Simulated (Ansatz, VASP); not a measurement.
# CuAu3 in VASP and in Ansatz

Contents of INCAR:

```
SYSTEM = CuAu3
ALGO = Normal
EDIFF = 1E-8
ENCUT = 520
GGA = CA
ISIF = 2
ISMEAR = -1
LASPH = .True.
LCHARG = .False.
LEFG = .True.
LREAL = .False.
LWAVE = .False.
NBANDS = 30
NELM = 60
PREC = Accurate
SIGMA = 0.05
```

KPOINTS

```
k-points
0
Gamma
  9 9 9
  0 0 0
```

Contents of POSCAR:

```
CuAu3
1.0
    3.9800000000      0.0000000000      0.0000000000
    0.0000000000      3.9800000000      0.0000000000
    0.0000000000      0.0000000000      4.0198000000
Cu Au
1 3
Direct
    0.0000000000      0.0000000000      0.0000000000
    0.0000000000      0.5000000000      0.5000000000
    0.5000000000      0.0000000000      0.5000000000
    0.5000000000      0.5000000000      0.0000000000
```

Input for Ansatz:

```yaml
crystal:
  lattice:
    - [3.98, 0.0, 0.0]
    - [0.0, 3.98, 0.0]
    - [0.0, 0.0, 4.0198]
  atoms:
    - { symbol: Cu, position: [0.0, 0.0, 0.0] }
    - { symbol: Au, position: [0.0, 0.5, 0.5] }
    - { symbol: Au, position: [0.5, 0.0, 0.5] }
    - { symbol: Au, position: [0.5, 0.5, 0.0] }
kpoints:
  mp_grid: { grid: [9, 9, 9] }
scf:
  occupations: { method: fermi_dirac, width: 0.05 }
hamiltonian:
  xc: lda
  pseudopotentials: { kind: all_electron, datasets: crystal }
output:
  forces: true
  stress: true
  eigenvalues: true
  efg: { contact_densities: true }
```

Change from the starting cell: zz strain of +1 %, crystal datasets.

Alike in both runs: task electric field gradients; functional LDA; k mesh 9 × 9 × 9; occupations fermi-dirac, width 0.05 eV; no spin polarisation.

|  | VASP | Ansatz |
| --- | --- | --- |
| version | VASP 6.6.1 | Ansatz 0.2.0 |
| potentials or method | VASP PAW LDA potentials, release 64 (Cu, Au), cutoff 520 eV | all-electron PAW with datasets made for the crystal, scalar-relativistic |

```csv
,VASP,Ansatz,Ansatz less VASP
pressure (GPa),-6.7,-7.2,-0.49
"traceless stress, the component that is largest in VASP (GPa)",-0.24,-0.21,+0.029
size of Vzz on the site where it differs most (V/Å²),73.8,46.7,-27.08
```

LDA's correlation is that of Perdew and Zunger in VASP and of Perdew and Wang (1992) in Ansatz. Ansatz ran all-electron here, and VASP with PAW potentials.

Spin-orbit coupling is off throughout.
